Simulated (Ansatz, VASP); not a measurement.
**One calculation of Ga, two programs**

File POSCAR:

```
Ga
1.0
   -1.3843987196      1.3843987196      2.3112238365
    1.3843987196     -1.3843987196      2.3112238365
    1.3843987196      1.3843987196     -2.3112238365
Ga
1
Direct
    0.0000000000      0.0000000000      0.0000000000
```

INCAR.step1

```
SYSTEM = Ga
  ALGO = Normal
  EDIFF = 1E-4
  ENCUT = 520
  GGA = PE
  ISMEAR = -1
  LASPH = .True.
  LCHARG = .False.
  LREAL = .False.
  LWAVE = .True.
  NBANDS = 12
  NELM = 80
  PREC = Accurate
  SIGMA = 0.05
```

File INCAR.step2:

```
SYSTEM = Ga
  ALGO = Normal
  EDIFF = 1E-7
  ENCUT = 520
  ISIF = 2
  ISMEAR = -1
  ISTART = 1
  LASPH = .True.
  LCHARG = .False.
  LMIXTAU = .True.
  LREAL = .False.
  LWAVE = .False.
  METAGGA = R2SCAN
  NBANDS = 12
  NELM = 80
  PREC = Accurate
  SIGMA = 0.05
```

Contents of KPOINTS:

```
k-points
0
Gamma
  8 8 8
  0 0 0
```

Contents of input.yaml:

```yaml
crystal:
  lattice:
    - [-1.3843987196, 1.3843987196, 2.3112238365]
    - [1.3843987196, -1.3843987196, 2.3112238365]
    - [1.3843987196, 1.3843987196, -2.3112238365]
  atoms:
    - { symbol: Ga, position: [0.0, 0.0, 0.0] }
hamiltonian:
  xc: r2scan
  pseudopotentials: { kind: paw }
kpoints:
  mp_grid: { grid: [8, 8, 8] }
scf:
  occupations: { method: fermi_dirac, width: 0.05 }
  n_extra_bands: 6
output:
  forces: true
  stress: true
  eigenvalues: true
  dos: { projected: true, de: 0.05, nscf_kmesh: { grid: [12, 12, 12] } }
```

Alike in both runs: functional r2SCAN; k mesh 8 × 8 × 8; occupations fermi-dirac, width 0.05 eV; no spin polarisation.

```csv
,VASP,Ansatz
version,VASP 6.6.1,Ansatz 0.2.0
potentials or method,"VASP PAW PBE potentials, release 64 (Ga_d)",Ansatz PAW
plane-wave cutoff (eV),520,500
valence electrons in the cell,13,13
task,single point,projected density of states
```

```csv
,VASP,Ansatz,Ansatz less VASP
gap on the k mesh at the Fermi level (eV),none,none,-
pressure (GPa),0.6,0.6,0.00
"traceless stress, the component that is largest in VASP (GPa)",1.10,1.09,-0.015
```

VASP's potentials were made for PBE, not for r2SCAN. A gap of «none» marks a metal or a gap that the smearing closes.

The k mesh is coarse, so the values compare programs but aren't converged.
